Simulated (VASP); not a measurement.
# RbGeN (Immm) in VASP: relaxation of cell and atoms with PBE

Aim: the relaxation of cell and atoms of RbGeN with PBE.

Program: VASP 6.6.1. These are calculated values, not measurements. Logs are shortened: lines on timing, memory, paths and dates and some standing lists are left out, and cuts for length are marked.

## Step 1: The cell of the first run

The structure is orthorhombic, space group Immm (No. 71). The conventional cell has a = 3.885 Å, b = 6.317 Å, c = 7.066 Å, α = 90.00°, β = 90.00°, γ = 90.00°. Rb (site symmetry mmm) has 6 N at 3.16 to 4.03 Å and 6 Ge at 3.53 to 3.71 Å and 2 Rb at 3.89 Å within 4.2 Å. Ge (site symmetry mmm) has 2 N at 1.94 Å within 2.6 Å. N (site symmetry mmm) has 2 Ge at 1.94 Å within 2.6 Å.

The cell was built from a structure type or drawn by symmetry, and may not be a known phase.

## Step 2: Relaxation of cell and atoms, PBE

Contents of INCAR:

```
SYSTEM = RbGeN
  PREC = Accurate
  ENCUT = 600
  EDIFF = 1E-6
  ISMEAR = 0
  SIGMA = 0.1
  LREAL = .FALSE.
  LASPH = .TRUE.
  NELM = 60
  ALGO = Normal
  ISIF = 3
  LWAVE = .FALSE.
  LCHARG = .FALSE.
  GGA = PE
  IBRION = 2
  NSW = 90
  EDIFFG = -0.04
```

Contents of KPOINTS:

```
Automatic mesh
0
G
  6 6 6
  0 0 0
```

Contents of POSCAR:

```
RbGeN
1.0
   -1.9426676250      3.1586807545      3.5331277734
    1.9426676250     -3.1586807545      3.5331277734
    1.9426676250      3.1586807545     -3.5331277734
Rb Ge N
1 1 1
Direct
    0.0000000000      0.0000000000      0.0000000000
    0.5000000000      0.5000000000      0.0000000000
    0.5000000000      0.0000000000      0.5000000000
```

Potentials or basis: VASP PAW PBE potentials, release 64 (Rb_sv, Ge_d, N).

The run is started by

```bash
> cat potpaw_PBE.64/Rb_sv/POTCAR potpaw_PBE.64/Ge_d/POTCAR potpaw_PBE.64/N/POTCAR > POTCAR
> mpirun -np 1 vasp_std > vasp.out
```

OUTCAR:

```text
SYSTEM = RbGeN
   PREC = Accurate
   ENCUT = 600
   EDIFF = 1E-6
   ISMEAR = 0
   LREAL = .FALSE.
   LASPH = .TRUE.
   NELM = 60
   ISIF = 3
   GGA = PE
   IBRION = 2
   NSW = 90
   EDIFFG = -0.04

 ion  position               nearest neighbor table
   1  0.000  0.000  0.000-   3 3.16   3 3.16   2 3.53   2 3.53   2 3.71   2 3.71   2 3.71   2 3.71

   2  0.500  0.500  0.000-   3 1.94   3 1.94   1 3.53   1 3.53   1 3.71   1 3.71   1 3.71   1 3.71

   3  0.500  0.000  0.500-   2 1.94   2 1.94   1 3.16   1 3.16

  LATTYP: Found a body centered orthorhombic cell.
 ALAT       =     3.8853352500
 B/A-ratio  =     1.6259501697
 C/A-ratio  =     1.8186990548

  Lattice vectors:

 A1 = (  -1.9426676250,   3.1586807545,   3.5331277734)
 A2 = (   1.9426676250,  -3.1586807545,   3.5331277734)
 A3 = (   1.9426676250,   3.1586807545,  -3.5331277734)

Analysis of symmetry for initial positions (statically):
=====================================================================
 Subroutine PRICEL returns:
 Original cell was already a primitive cell.

 Routine SETGRP: Setting up the symmetry group for a
 body centered orthorhombic supercell.

 Subroutine GETGRP returns: Found  8 space group operations
 (whereof  8 operations were pure point group operations)
 out of a pool of  8 trial point group operations.

The static configuration has the point symmetry D_2h.

Analysis of symmetry for dynamics (positions and initial velocities):
=====================================================================
 Subroutine PRICEL returns:
 Original cell was already a primitive cell.

 Routine SETGRP: Setting up the symmetry group for a
 body centered orthorhombic supercell.

 Subroutine GETGRP returns: Found  8 space group operations
 (whereof  8 operations were pure point group operations)
 out of a pool of  8 trial point group operations.

The dynamic configuration has the point symmetry D_2h.

 Subroutine INISYM returns: Found  8 space group operations
 (whereof  8 operations are pure point group operations),
 and found     1 'primitive' translations

----------------------------------------------------------------------------------------

                                     Primitive cell

  volume of cell :      86.7209

  direct lattice vectors                    reciprocal lattice vectors
    -1.942667625  3.158680755  3.533127773     0.000000000  0.158293933  0.141517667
     1.942667625 -3.158680755  3.533127773     0.257378047  0.000000000  0.141517667
     1.942667625  3.158680755 -3.533127773     0.257378047  0.158293933  0.000000000

  length of vectors
     5.121934544  5.121934544  5.121934544     0.212330448  0.293718759  0.302159608

  position of ions in fractional coordinates (direct lattice)
     0.000000000  0.000000000  0.000000000
     0.500000000  0.500000000  0.000000000
     0.500000000  0.000000000  0.500000000

  ion indices of the primitive-cell ions
   primitive index   ion index
                 1           1
                 2           2
                 3           3

----------------------------------------------------------------------------------------

 KPOINTS: Automatic mesh

Automatic generation of k-mesh.
 Grid dimensions read from file:
 generate k-points for:    6    6    6

 Generating k-lattice:

  Cartesian coordinates                     Fractional coordinates (reciprocal lattice)
     0.000000000  0.026382322  0.023586278     0.166666667  0.000000000 -0.000000000
     0.042896341  0.000000000  0.023586278     0.000000000  0.166666667  0.000000000
     0.042896341  0.026382322  0.000000000    -0.000000000  0.000000000  0.166666667

  Length of vectors
     0.035388408  0.048953126  0.050359935

  Shift w.r.t. Gamma in fractional coordinates (k-lattice)
     0.000000000  0.000000000  0.000000000

 Subroutine IBZKPT returns following result:
 ===========================================

 Found     46 irreducible k-points:

 Following reciprocal coordinates:
            Coordinates               Weight
  0.000000  0.000000  0.000000      1.000000
  0.166667  0.000000  0.000000      4.000000
  0.333333  0.000000  0.000000      4.000000
  0.500000  0.000000 -0.000000      2.000000
  0.000000  0.166667  0.000000      4.000000
  0.166667  0.166667  0.000000      8.000000
[... 16 lines left out ...]
 -0.166667  0.166667  0.166667      2.000000
  0.166667  0.333333  0.166667      4.000000
 [... further k-points ...]
   k-points           NKPTS =     46   k-points in BZ     NKDIM =     46   number of bands    NBANDS=     18
   number of dos      NEDOS =    301   number of ions     NIONS =      3
   total plane-waves  NPLWV =  74088
   dimension x,y,z NGX =    42 NGY =   42 NGZ =   42
   dimension x,y,z NGXF=    84 NGYF=   84 NGZF=   84
   ions per type =               1   1   1
   NGX,Y,Z   is equivalent  to a cutoff of  13.63, 13.63, 13.63 a.u.
   NGXF,Y,Z  is equivalent  to a cutoff of  27.26, 27.26, 27.26 a.u.
 SYSTEM =  RbGeN
   PREC   = accura    normal or accurate (medium, high low for compatibility)
   ISTART =      0    job   : 0-new  1-cont  2-samecut
   ICHARG =      2    charge: 1-file 2-atom 10-const
   ISPIN  =      1    spin polarized calculation?
   LNONCOLLINEAR =      F non collinear calculations
   LSORBIT =      F    spin-orbit coupling
   LASPH  =      T    aspherical Exc in radial PAW
   ENCUT  =  600.0 eV  44.10 Ry    6.64 a.u.  10.23 10.23 10.23*2*pi/ulx,y,z
   NELM   =     60;   NELMIN=  2; NELMDL= -5     # of ELM steps
   EDIFF  = 0.1E-05   stopping-criterion for ELM
   LREAL  =      F    real-space projection
   EDIFFG = -.4E-01   stopping-criterion for IOM
   NSW    =     90    number of steps for IOM
   IBRION =      2    ionic relax: 0-MD 1-quasi-New 2-CG
   NFREE  =      1    steps in history (QN), initial steepest desc. (CG)
   ISIF   =      3    stress and relaxation
   ISYM   =      2    0-nonsym 1-usesym 2-fastsym
   POTIM  = 0.5000    time-step for ionic-motion
   TEBEG  =    0.0;   TEEND  =   0.0 temperature during run
   PSTRESS=    0.0 pullay stress
   NELECT =      28.0000    total number of electrons
   NUPDOWN=      -1.0000    fix difference up-down
   EMIN   =  10.00;   EMAX   =-10.00  energy-range for DOS
   EFERMI =   0.00;   METHOD = LEGACY
   ISMEAR =     0;   SIGMA  =   0.10  broadening in eV -4-tet -1-fermi 0-gaus
   EFERMI_NEDOS =   21; number of points for ismear=-14 and -15
   IALGO  =     38    algorithm
   IMIX   =      4    mixing-type and parameters
     AMIX     =   0.40;   BMIX     =  1.00
     AMIX_MAG =   1.60;   BMIX_MAG =  1.00
  volume/ion in A,a.u.               =      28.91       195.07
  Fermi-wavevector in a.u.,A,eV,Ry     =   1.123103  2.122357 17.161854  1.261361
  Thomas-Fermi vector in A             =   2.259767
   LORBIT       =      0    0 simple, 1 ext, 2 COOP (PROOUT), +10 PAW based schemes
   GGA     = PE    functional components
   LHFCALC =     F    Hartree Fock is set to
   AEXX    =    0.0000 exact exchange contribution
   IVDW    =     0    specifies the selected vdW correction
   LEPSILON=     F    determine dielectric tensor
   LRPA    =     F    only Hartree local field effects (RPA)
 conjugate gradient relaxation of ions
 non-spin polarized calculation
 Gauss-broadening in eV      SIGMA  =   0.10
  energy-cutoff  :      600.00
  volume of cell :       86.72
 maximum number of plane-waves:      2918
 NGX is ok and might be reduce to    42
   NGX = 21   NGY = 21   NGZ = 21

--------------------------------------- Ionic step        1  -------------------------------------------

 number of electron      27.9999994 magnetization

 Free energy of the ion-electron system (eV)
  ---------------------------------------------------
  ext. energy  EPLUGINS =         0.00000000
  ---------------------------------------------------
  free energy    TOTEN  =       -12.22213769 eV

  energy without entropy =      -12.20874806  energy(sigma->0) =      -12.21544287

------------------------ aborting loop because EDIFF is reached ----------------------------------------

  FORCE on cell =-STRESS in cart. coord.  units (eV):
  Direction    XX          YY          ZZ          XY          YZ          ZX
  --------------------------------------------------------------------------------------
  -------------------------------------------------------------------------------------
  Total       -2.1806922      0.1232882      0.2076143     -0.0000000      0.0000000      0.0000000
  in kB      -40.2885257      2.2777630      3.8356967     -0.0000000      0.0000000      0.0000000
  external PRESSURE =     -11.3916887 kB  Pullay stress =       0.0000000 kB
[... 170 lines left out ...]
  energy  without entropy=      -12.2391078749  energy(sigma->0) =      -12.24627425

--------------------------------------- Ionic step        6  -------------------------------------------

 number of electron      27.9999997 magnetization

 Free energy of the ion-electron system (eV)
  ---------------------------------------------------
  ext. energy  EPLUGINS =         0.00000000
  ---------------------------------------------------
  free energy    TOTEN  =       -12.25399344 eV

  energy without entropy =      -12.23961768  energy(sigma->0) =      -12.24680556

 E-fermi :   2.2162     XC(G=0):  -7.9998

 val. band max:        2.2101939316   @ k =   0.1667   0.1667   0.1667
 cond. band min:       2.2347703944   @ k =  -0.1667   0.5000   0.1667
 fundamental gap:      0.0245764628
 Fermi energy:         2.2161876749

 k-point     1 :       0.0000    0.0000    0.0000
  band No.  band energies     occupation
      1     -25.9139      2.00000
      2     -22.8044      2.00000
      3     -22.7115      2.00000
      4     -22.7085      2.00000
      5     -22.6372      2.00000
      6     -22.6268      2.00000
[... 10 lines left out ...]
     17       4.8380      0.00000
     18       5.1914      0.00000
[... 466 lines left out ...]
      2     -22.7457      2.00000
      3     -22.7103      2.00000
      4     -22.7080      2.00000
      5     -22.6454      2.00000
      6     -22.6351      2.00000
[... 10 lines left out ...]
     17       5.1415      0.00000
     18       7.1216      0.00000

 [... further k-points ...]

------------------------ aborting loop because EDIFF is reached ----------------------------------------

  FORCE on cell =-STRESS in cart. coord.  units (eV):
  Direction    XX          YY          ZZ          XY          YZ          ZX
  --------------------------------------------------------------------------------------
  -------------------------------------------------------------------------------------
  Total       -0.0442659      0.0038564      0.0538703      0.0000000      0.0000000      0.0000000
  in kB       -0.8284893      0.0721769      1.0082474      0.0000000      0.0000000      0.0000000
  external PRESSURE =       0.0839783 kB  Pullay stress =       0.0000000 kB
[... 18 lines left out ...]
  FREE ENERGIE OF THE ION-ELECTRON SYSTEM (eV)
  ---------------------------------------------------
  free  energy   TOTEN  =       -12.2539934388 eV

  energy  without entropy=      -12.2396176816  energy(sigma->0) =      -12.24680556

 reached required accuracy - stopping structural energy minimisation
```

Wall time 15 min (1 thread of AMD EPYC 7R43 (Zen 3), shared host); peak memory 0.28 GiB.

What came out:

* Free energy: -12.2540 eV
* Relaxed volume: 28.53 Å³/atom
* Relaxed cell: a = 5.134 Å, b = 5.134 Å, c = 5.134 Å, α = 136.73°, β = 103.86°, γ = 91.85°
* Space group after relaxing (to 0.1 Å): Immm (No. 71)
* Energy gained by relaxing: 10.6 meV/atom
* Ionic steps: 6
* Pressure after relaxing: 0.0 GPa
* Band gap on the k mesh: zero (bands 14 and 15 overlap by 0.89 eV)

Stress tensor (GPa, compression positive):
```
-0.08  0.00  0.00
 0.00  0.01  0.00
 0.00  0.00  0.10
```

Step by step:
```
step  energy change (eV)  largest force (eV/Å)  pressure (GPa)  volume (Å³)
   1              0.0000                0.0000           -1.14        86.72
   2             -0.0269                0.0000            0.69        84.13
   3             -0.0310                0.0000            0.14        84.78
   4             -0.0310                0.0000            0.07        84.81
   5             -0.0313                0.0000            0.08        85.01
   6             -0.0319                0.0000            0.01        85.60
```

Final structure:
```
Rb Ge N
1.0
    -1.89291    3.16576    3.57129
     1.89291   -3.16576    3.57129
     1.89291    3.16576   -3.57129
Rb Ge N
1 1 1
Direct
  0.00000 0.00000 0.00000
  0.50000 0.50000 0.00000
  0.50000 0.00000 0.50000
```

Levels at points of the mesh, in eV from the Fermi level:
| k point | band 11 | band 12 | band 13 | band 14 | band 15 | band 16 | band 17 | band 18 |
| --- | --- | --- | --- | --- | --- | --- | --- | --- |
| (0.00, 0.00, 0.00) | -6.08 | -4.55 | -3.54 | -3.49 | 1.47 | 2.14 | 2.62 | 2.98 |
| (0.50, 0.00, 0.00) | -6.11 | -4.39 | -4.22 | -3.74 | 1.05 | 2.12 | 3.60 | 4.36 |
| (0.00, 0.50, 0.00) | -9.81 | -2.47 | -2.36 | -0.89 | -0.69 | 1.66 | 3.37 | 5.62 |
| (0.50, 0.50, 0.00) | -9.95 | -2.73 | -2.57 | -0.33 | -0.02 | 1.20 | 3.34 | 4.44 |
| (0.50, 0.50, 0.50) | -6.10 | -4.26 | -3.96 | -3.77 | 1.84 | 2.09 | 2.23 | 5.56 |
